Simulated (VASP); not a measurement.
# AlSiN (P-6m2) in VASP: further runs

The runs below take AlSiN through single point, relaxation of cell and atoms, with PBE.

Everything below comes from runs of VASP 6.6.1. Logs are shortened: lines on timing, memory, paths and dates and some standing lists are left out, and cuts for length are marked.

### 1 The cell of the first run

Symmetry: P-6m2, No. 187, hexagonal system. The conventional cell has a = 3.055 Å, b = 3.055 Å, c = 6.885 Å, α = 90.00°, β = 90.00°, γ = 120.00°. Within 2.3 Å of Al (site symmetry -6m2) lie 3 N at 1.76 Å. Within 4.0 Å of Si (site symmetry -6m2) lie 6 Si at 3.06 Å and 6 Al at 3.87 Å and 6 N at 3.87 Å. Within 2.3 Å of N (site symmetry -6m2) lie 3 Al at 1.76 Å.

The cell was built from a structure type or drawn by symmetry, and may not be a known phase.

### 2 Single point, PBE

File INCAR:

```
PREC = Accurate
ENCUT = 600
EDIFF = 1E-6
ISMEAR = 0
SIGMA = 0.1
LREAL = F
LASPH = T
NELM = 120
ALGO = Normal
ISIF = 2
LWAVE = F
LCHARG = F
GGA = PE
NBANDS = 13
GGA_COMPAT = F
```

File KPOINTS:

```
Automatic mesh
0
Gamma
  18 18 8
```

File POSCAR:

```
AlSiN
1.0
    3.0550412467      0.0000000000      0.0000000000
   -1.5275206233      2.6457433292      0.0000000000
    0.0000000000      0.0000000000      6.8854939797
Al Si N
1 1 1
Direct
    0.6666666667      0.3333333333      0.5000000000
    0.0000000000      0.0000000000      0.0000000000
    0.3333333333      0.6666666667      0.5000000000
```

Potentials or basis: VASP PAW PBE potentials, release 64 (Al, Si, N).

The run is started by

```sh
$ cat potpaw_PBE.64/Al/POTCAR potpaw_PBE.64/Si/POTCAR potpaw_PBE.64/N/POTCAR > POTCAR
$ mpirun -np 1 vasp_std > vasp.out
```

OUTCAR:

```text
PREC = Accurate
   ENCUT = 600
   EDIFF = 1E-6
   ISMEAR = 0
   LREAL = F
   LASPH = T
   NELM = 120
   ISIF = 2
   GGA = PE

 ion  position               nearest neighbor table
   1  0.667  0.333  0.500-   3 1.76   3 1.76   3 1.76
   2  0.000  0.000  0.000-
   3  0.333  0.667  0.500-   1 1.76   1 1.76   1 1.76

  LATTYP: Found a hexagonal cell.
 ALAT       =     3.0550412467
 C/A-ratio  =     2.2538137536

  Lattice vectors:

 A1 = (   3.0550412467,   0.0000000000,   0.0000000000)
 A2 = (  -1.5275206233,   2.6457433292,   0.0000000000)
 A3 = (   0.0000000000,   0.0000000000,   6.8854939797)

Analysis of symmetry for initial positions (statically):
=====================================================================
 Subroutine PRICEL returns:
 Original cell was already a primitive cell.

 Routine SETGRP: Setting up the symmetry group for a
 hexagonal supercell.

 Subroutine GETGRP returns: Found 12 space group operations
 (whereof 12 operations were pure point group operations)
 out of a pool of 24 trial point group operations.

The static configuration has the point symmetry D_3h.

Analysis of symmetry for dynamics (positions and initial velocities):
=====================================================================
 Subroutine PRICEL returns:
 Original cell was already a primitive cell.

 Routine SETGRP: Setting up the symmetry group for a
 hexagonal supercell.

 Subroutine GETGRP returns: Found 12 space group operations
 (whereof 12 operations were pure point group operations)
 out of a pool of 24 trial point group operations.

The dynamic configuration has the point symmetry D_3h.

 Subroutine INISYM returns: Found 12 space group operations
 (whereof 12 operations are pure point group operations),
 and found     1 'primitive' translations

----------------------------------------------------------------------------------------

                                     Primitive cell

  volume of cell :      55.6544

  direct lattice vectors                    reciprocal lattice vectors
     3.055041247  0.000000000  0.000000000     0.327327823  0.188982807  0.000000000
    -1.527520623  2.645743329  0.000000000     0.000000000  0.377965613  0.000000000
     0.000000000  0.000000000  6.885493980     0.000000000  0.000000000  0.145232862

  length of vectors
     3.055041247  3.055041247  6.885493980     0.377965613  0.377965613  0.145232862

  position of ions in fractional coordinates (direct lattice)
     0.666666667  0.333333333  0.500000000
     0.000000000  0.000000000  0.000000000
     0.333333333  0.666666667  0.500000000

  ion indices of the primitive-cell ions
   primitive index   ion index
                 1           1
                 2           2
                 3           3

----------------------------------------------------------------------------------------

 KPOINTS: Automatic mesh

Automatic generation of k-mesh.
 Grid dimensions read from file:
 generate k-points for:   18   18    8

 Generating k-lattice:

  Cartesian coordinates                     Fractional coordinates (reciprocal lattice)
     0.018184879  0.010499045  0.000000000     0.055555556  0.000000000  0.000000000
     0.000000000  0.020998090  0.000000000     0.000000000  0.055555556  0.000000000
     0.000000000  0.000000000  0.018154108     0.000000000  0.000000000  0.125000000

  Length of vectors
     0.020998090  0.020998090  0.018154108

  Shift w.r.t. Gamma in fractional coordinates (k-lattice)
     0.000000000  0.000000000  0.000000000

 Subroutine IBZKPT returns following result:
 ===========================================

 Found    185 irreducible k-points:

 Following reciprocal coordinates:
            Coordinates               Weight
  0.000000  0.000000  0.000000      1.000000
  0.055556  0.000000  0.000000      6.000000
  0.111111  0.000000  0.000000      6.000000
  0.166667 -0.000000  0.000000      6.000000
  0.222222  0.000000  0.000000      6.000000
  0.277778  0.000000  0.000000      6.000000
[... 16 lines left out ...]
  0.333333  0.111111  0.000000     12.000000
  0.388889  0.111111  0.000000     12.000000
 [... further k-points ...]
   k-points           NKPTS =    185   k-points in BZ     NKDIM =    185   number of bands    NBANDS=     13
   number of dos      NEDOS =    301   number of ions     NIONS =      3
   total plane-waves  NPLWV =  32256
   dimension x,y,z NGX =    24 NGY =   24 NGZ =   56
   dimension x,y,z NGXF=    48 NGYF=   48 NGZF=  112
   ions per type =               1   1   1
   NGX,Y,Z   is equivalent  to a cutoff of  13.06, 13.06, 13.52 a.u.
   NGXF,Y,Z  is equivalent  to a cutoff of  26.12, 26.12, 27.04 a.u.
 SYSTEM =  unknown system
   PREC   = accura    normal or accurate (medium, high low for compatibility)
   ISTART =      0    job   : 0-new  1-cont  2-samecut
   ICHARG =      2    charge: 1-file 2-atom 10-const
   ISPIN  =      1    spin polarized calculation?
   LNONCOLLINEAR =      F non collinear calculations
   LSORBIT =      F    spin-orbit coupling
   LASPH  =      T    aspherical Exc in radial PAW
   ENCUT  =  600.0 eV  44.10 Ry    6.64 a.u.   6.10  6.10 13.75*2*pi/ulx,y,z
   NELM   =    120;   NELMIN=  2; NELMDL= -5     # of ELM steps
   EDIFF  = 0.1E-05   stopping-criterion for ELM
   LREAL  =      F    real-space projection
   EDIFFG = 0.1E-04   stopping-criterion for IOM
   NSW    =      0    number of steps for IOM
   IBRION =     -1    ionic relax: 0-MD 1-quasi-New 2-CG
   NFREE  =      0    steps in history (QN), initial steepest desc. (CG)
   ISIF   =      2    stress and relaxation
   ISYM   =      2    0-nonsym 1-usesym 2-fastsym
   POTIM  = 0.5000    time-step for ionic-motion
   TEBEG  =    0.0;   TEEND  =   0.0 temperature during run
   PSTRESS=    0.0 pullay stress
   NELECT =      12.0000    total number of electrons
   NUPDOWN=      -1.0000    fix difference up-down
   EMIN   =  10.00;   EMAX   =-10.00  energy-range for DOS
   EFERMI =   0.00;   METHOD = LEGACY
   ISMEAR =     0;   SIGMA  =   0.10  broadening in eV -4-tet -1-fermi 0-gaus
   EFERMI_NEDOS =   21; number of points for ismear=-14 and -15
   IALGO  =     38    algorithm
   IMIX   =      4    mixing-type and parameters
     AMIX     =   0.40;   BMIX     =  1.00
     AMIX_MAG =   1.60;   BMIX_MAG =  1.00
  volume/ion in A,a.u.               =      18.55       125.19
  Fermi-wavevector in a.u.,A,eV,Ry     =   0.981677  1.855101 13.111795  0.963690
  Thomas-Fermi vector in A             =   2.112702
   LORBIT       =      0    0 simple, 1 ext, 2 COOP (PROOUT), +10 PAW based schemes
   GGA     = PE    functional components
   LHFCALC =     F    Hartree Fock is set to
   AEXX    =    0.0000 exact exchange contribution
   IVDW    =     0    specifies the selected vdW correction
   LEPSILON=     F    determine dielectric tensor
   LRPA    =     F    only Hartree local field effects (RPA)
 non-spin polarized calculation
 Gauss-broadening in eV      SIGMA  =   0.10
  energy-cutoff  :      600.00
  volume of cell :       55.65
 maximum number of plane-waves:      1890
   NGX = 13   NGY = 13   NGZ = 27

 number of electron      11.9999999 magnetization

 Free energy of the ion-electron system (eV)
  ---------------------------------------------------
  ext. energy  EPLUGINS =         0.00000000
  ---------------------------------------------------
  free energy    TOTEN  =       -17.57258327 eV

  energy without entropy =      -17.56808342  energy(sigma->0) =      -17.57033334

 E-fermi :   3.9778     XC(G=0):  -8.9912

 val. band max:        3.9624333328   @ k =   0.2222   0.0556   0.1250
 cond. band min:       3.9805103968   @ k =   0.2222   0.0000   0.0000
 fundamental gap:      0.0180770640
 Fermi energy:         3.9777848422

 k-point     1 :       0.0000    0.0000    0.0000
  band No.  band energies     occupation
      1     -11.3812      2.00000
      2      -5.4995      2.00000
      3      -0.7005      2.00000
      4       1.8654      2.00000
      5       1.8654      2.00000
      6       3.4209      2.00000
      7       6.2177      0.00000
      8      10.9640      0.00000
      9      10.9640      0.00000
     10      12.3273      0.00000
     11      12.4792      0.00000
     12      15.0290      0.00000
     13      15.0290      0.00000

 k-point     2 :       0.0556    0.0000    0.0000
  band No.  band energies     occupation
      1     -11.3449      2.00000
      2      -5.4384      2.00000
      3      -0.6482      2.00000
      4       1.6904      2.00000
      5       1.8401      2.00000
      6       3.4589      2.00000
      7       6.3461      0.00000
      8      10.4381      0.00000
      9      10.7845      0.00000
     10      12.4089      0.00000
     11      12.4493      0.00000
     12      14.6648      0.00000
     13      15.2022      0.00000

 k-point     3 :       0.1111    0.0000    0.0000
  band No.  band energies     occupation
      1     -11.2382      2.00000
      2      -5.2554      2.00000
      3      -0.4924      2.00000
      4       1.2283      2.00000
      5       1.7685      2.00000
      6       3.5707      2.00000
      7       6.6796      0.00000
      8       9.2507      0.00000
      9      10.3553      0.00000
     10      12.1920      0.00000
     11      12.7028      0.00000
     12      13.9373      0.00000
     13      14.7851      0.00000
[... 305 lines left out ...]
 k-point    23 :       0.3333    0.1111    0.0000
  band No.  band energies     occupation
      1     -10.0246      2.00000
      2      -2.5628      2.00000
      3      -1.7222      2.00000
      4       0.7766      2.00000
      5       1.5930      2.00000
      6       2.3755      2.00000
      7       4.7846      0.00000
      8       6.6111      0.00000
      9       8.8503      0.00000
     10       9.4478      0.00000
     11      11.5150      0.00000
     12      11.7456      0.00000
     13      13.6085      0.00000

 k-point    24 :       0.3889    0.1111    0.0000
  band No.  band energies     occupation
      1      -9.8657      2.00000
      2      -2.3315      2.00000
      3      -1.5163      2.00000
      4       0.6762      2.00000
      5       1.3307      2.00000
      6       1.9567      2.00000
      7       4.9015      0.00000
      8       6.4314      0.00000
      9       8.3058      0.00000
     10       9.7264      0.00000
     11      11.5165      0.00000
     12      11.5265      0.00000
     13      13.4628      0.00000

 [... further k-points ...]

------------------------ aborting loop because EDIFF is reached ----------------------------------------

  FORCE on cell =-STRESS in cart. coord.  units (eV):
  Direction    XX          YY          ZZ          XY          YZ          ZX
  --------------------------------------------------------------------------------------
  -------------------------------------------------------------------------------------
  Total       -0.0201956     -0.0201956     -0.0216230     -0.0000000     -0.0000000      0.0000000
  in kB       -0.5813889     -0.5813889     -0.6224805     -0.0000000     -0.0000000      0.0000000
  external PRESSURE =      -0.5950861 kB  Pullay stress =       0.0000000 kB

 VOLUME and BASIS-vectors are now :
 -----------------------------------------------------------------------------
  energy-cutoff  :      600.00
  volume of cell :       55.65
      direct lattice vectors                 reciprocal lattice vectors
     3.055041247  0.000000000  0.000000000     0.327327823  0.188982807  0.000000000
    -1.527520623  2.645743329  0.000000000     0.000000000  0.377965613  0.000000000
     0.000000000  0.000000000  6.885493980     0.000000000  0.000000000  0.145232862

 POSITION                                       TOTAL-FORCE (eV/Angst)
 -----------------------------------------------------------------------------------
      1.52752      0.88191      3.44275        -0.000000      0.000000      0.000000
      0.00000      0.00000      0.00000         0.000000     -0.000000      0.000000
     -0.00000      1.76383      3.44275         0.000000     -0.000000      0.000000
 -----------------------------------------------------------------------------------
    total drift:                                0.000001     -0.000000     -0.000000

  FREE ENERGIE OF THE ION-ELECTRON SYSTEM (eV)
  ---------------------------------------------------
  free  energy   TOTEN  =       -17.5725832703 eV

  energy  without entropy=      -17.5680834166  energy(sigma->0) =      -17.57033334
```

It took 3.2 min on 1 thread of Intel Xeon 8259CL, shared host; peak memory 0.31 GiB.

What came out:

```yaml
Free_energy: -17.5726 eV
Pressure: -0.1 GPa
Band_gap_on_the_k_mesh: zero (bands 6 and 7 overlap by 1.92 eV)
```

Levels at points of the mesh, in eV from the Fermi level:
```tsv
k point	band 2	band 3	band 4	band 5	band 6	band 7	band 8	band 9	band 10	band 11
(0.00, 0.00, 0.00)	-9.48	-4.68	-2.11	-2.11	-0.56	2.24	6.99	6.99	8.35	8.50
(0.50, 0.00, 0.00)	-6.50	-5.29	-3.37	-2.85	-1.95	0.81	4.13	4.13	5.21	7.32
(0.00, 0.00, 0.50)	-9.56	-3.69	-2.44	-2.11	-2.11	4.52	5.66	6.99	6.99	11.12
(0.50, 0.00, 0.50)	-6.41	-5.46	-3.54	-2.85	-1.57	1.26	3.69	4.11	4.28	6.86
```

### 3 Relaxation of cell and atoms, PBE

This run uses another cell than the first one, of 17.40 Å³/atom.

File INCAR:

```
PREC = Accurate ; ENCUT = 600
EDIFF = 1E-7 ; ISMEAR = 0
SIGMA = 0.1 ; LREAL = F
LASPH = T ; NELM = 120
ALGO = Normal ; ISIF = 3
LWAVE = F ; LCHARG = F
GGA = PE ; IBRION = 2
NSW = 100 ; EDIFFG = -0.01
GGA_COMPAT = F ; NELMIN = 4
```

File KPOINTS:

```
regular mesh
0
Gamma
  18 18 8
```

File POSCAR:

```
AlSiN
1.0
    3.0619703662      0.0000000000      0.0000000000
   -1.5309851831      2.6517441227      0.0000000000
    0.0000000000      0.0000000000      6.4272421218
Al Si N
1 1 1
Direct
    0.6666666667      0.3333333333      0.5000000000
    0.0000000000      0.0000000000      0.0000000000
    0.3333333333      0.6666666667      0.5000000000
```

Potentials or basis: VASP PAW PBE potentials, release 64 (Al, Si, N).

The run is started by

```sh
$ cat potpaw_PBE.64/Al/POTCAR potpaw_PBE.64/Si/POTCAR potpaw_PBE.64/N/POTCAR > POTCAR
$ mpirun -np 1 vasp_std > vasp.out
```

It took 14 min on 1 thread of Intel Xeon 8259CL, shared host; peak memory 0.29 GiB.

The run converged. Its results:

* Free energy: -17.5714 eV
* Relaxed volume: 18.47 Å³/atom
* Relaxed cell: a = 3.055 Å, b = 3.055 Å, c = 6.855 Å, α = 90.00°, β = 90.00°, γ = 120.00°
* Space group after relaxing (to 0.1 Å): P-6m2 (No. 187)
* Energy gained by relaxing: 1.9 meV/atom
* Ionic steps: 11
* Pressure after relaxing: 0.0 GPa
* Band gap on the k mesh: zero (bands 6 and 7 overlap by 1.95 eV)

The path:
| step | energy change (eV) | largest force (eV/Å) | pressure (GPa) | volume (Å³) |
| --- | --- | --- | --- | --- |
| 1 | 0.0000 | 0.0000 | 0.18 | 52.19 |
| 2 | -0.0004 | 0.0000 | 0.09 | 52.34 |
| 3 | -0.0013 | 0.0000 | -0.18 | 52.79 |
| 4 | -0.0020 | 0.0000 | -0.70 | 53.70 |
| 5 | -0.0021 | 0.0000 | -0.70 | 53.72 |
| 6 | -0.0024 | 0.0000 | -0.67 | 53.79 |
| 7 | -0.0028 | 0.0000 | -0.63 | 53.92 |
| 8 | -0.0036 | 0.0000 | -0.53 | 54.17 |
| 9 | -0.0048 | 0.0000 | -0.32 | 54.68 |
| 10 | -0.0055 | 0.0000 | 0.13 | 55.70 |
| 11 | -0.0056 | 0.0000 | 0.00 | 55.41 |

Final structure:
```cif
data_structure
_symmetry_space_group_name_H-M 'P 1'
_symmetry_Int_Tables_number 1
_cell_length_a 3.0550
_cell_length_b 3.0550
_cell_length_c 6.8554
_cell_angle_alpha 90.000
_cell_angle_beta 90.000
_cell_angle_gamma 120.000
_cell_volume 55.41
loop_
_atom_site_label
_atom_site_type_symbol
_atom_site_fract_x
_atom_site_fract_y
_atom_site_fract_z
_atom_site_occupancy
Al1 Al 0.66667 0.33333 0.50000 1
Si1 Si 0.00000 0.00000 0.00000 1
N1 N 0.33333 0.66667 0.50000 1
```

Levels at points of the mesh, in eV from the Fermi level:
```csv
k point,band 2,band 3,band 4,band 5,band 6,band 7,band 8,band 9,band 10
"(0.00, 0.00, 0.00)",-9.48,-4.71,-2.13,-2.13,-0.53,2.25,6.98,6.98,8.38
"(0.50, 0.00, 0.00)",-6.52,-5.29,-3.37,-2.87,-1.98,0.79,4.12,4.12,5.20
"(0.00, 0.00, 0.50)",-9.57,-3.70,-2.45,-2.13,-2.13,4.55,5.68,6.99,6.99
"(0.50, 0.00, 0.50)",-6.43,-5.46,-3.56,-2.87,-1.58,1.25,3.67,4.10,4.28
```

### 4 Relaxation of cell and atoms, PBE

File INCAR:

```
PREC = Accurate
ENCUT = 600
EDIFF = 1E-7
ISMEAR = 0
SIGMA = 0.1
LREAL = F
LASPH = T
NELM = 120
ALGO = Normal
ISIF = 3
LWAVE = F
LCHARG = F
GGA = PE
IBRION = 2
NSW = 100
EDIFFG = -0.01
GGA_COMPAT = F
NELMIN = 4
```

File KPOINTS:

```
Automatic mesh
0
Gamma
  18 18 8
```

File POSCAR:

```
AlSiN
1.0
    3.0550412467      0.0000000000      0.0000000000
   -1.5275206233      2.6457433292      0.0000000000
    0.0000000000      0.0000000000      6.8854939797
Al Si N
1 1 1
Direct
    0.6666666667      0.3333333333      0.5000000000
    0.0000000000      0.0000000000      0.0000000000
    0.3333333333      0.6666666667      0.5000000000
```

The run is started by

```sh
$ cat potpaw_PBE.64/Al/POTCAR potpaw_PBE.64/Si/POTCAR potpaw_PBE.64/N/POTCAR > POTCAR
$ mpirun -np 1 vasp_std > vasp.out
```

It took 2.5 min on 1 thread of Intel Xeon 8259CL, shared host; peak memory 0.29 GiB.

The run converged. Its results:

| Quantity | Value |
| --- | --- |
| Free energy | -17.5726 eV |
| Pressure after relaxing | -0.1 GPa |
| Band gap on the k mesh | zero (bands 6 and 7 overlap by 1.92 eV) |

Final structure:
```xyz
3
Lattice="3.0550 0.0000 0.0000 -1.5275 2.6457 0.0000 0.0000 0.0000 6.8855" Properties=species:S:1:pos:R:3 pbc="T T T"
Al    1.5275    0.8819    3.4427
Si    0.0000    0.0000    0.0000
N     0.0000    1.7638    3.4427
```

Levels at points of the mesh, in eV from the Fermi level:
```
           k point  band 2  band 3  band 4  band 5  band 6  band 7  band 8  band 9  band 10
(0.00, 0.00, 0.00)   -9.48   -4.68   -2.11   -2.11   -0.56    2.24    6.99    6.99     8.35
(0.50, 0.00, 0.00)   -6.50   -5.29   -3.37   -2.85   -1.95    0.81    4.13    4.13     5.21
(0.00, 0.00, 0.50)   -9.56   -3.69   -2.44   -2.11   -2.11    4.52    5.66    6.99     6.99
(0.50, 0.00, 0.50)   -6.41   -5.46   -3.54   -2.85   -1.57    1.26    3.69    4.11     4.28
```

Caveat: the relaxation stopped at its first step, so nothing moved.

### 5 The runs side by side

| task | cell | gap on the mesh (eV) | pressure (GPa) |
| --- | --- | --- | --- |
| single point | a = 3.055, b = 3.055, c = 6.885 Å, angles 90.0, 90.0, 120.0°, 3 atoms | none | -0.1 |
| relaxation of cell and atoms | relaxed from a = 3.062, b = 3.062, c = 6.427 Å, angles 90.0, 90.0, 120.0°, 3 atoms | none | 0.0 |
| relaxation of cell and atoms | relaxed from a = 3.055, b = 3.055, c = 6.885 Å, angles 90.0, 90.0, 120.0°, 3 atoms | none | -0.1 |

Alike in all rows: level PBE; potentials or basis VASP PAW PBE potentials, release 64 (Al, Si, N); no spin polarisation; k mesh 18 × 18 × 8; cutoff (eV) 600; smearing gaussian 0.1 eV.

Caveats: the relaxation stopped at its first step, so nothing moved (at least some runs).

Total energies depend on the potentials used, so only differences within one code and one set of settings carry meaning.
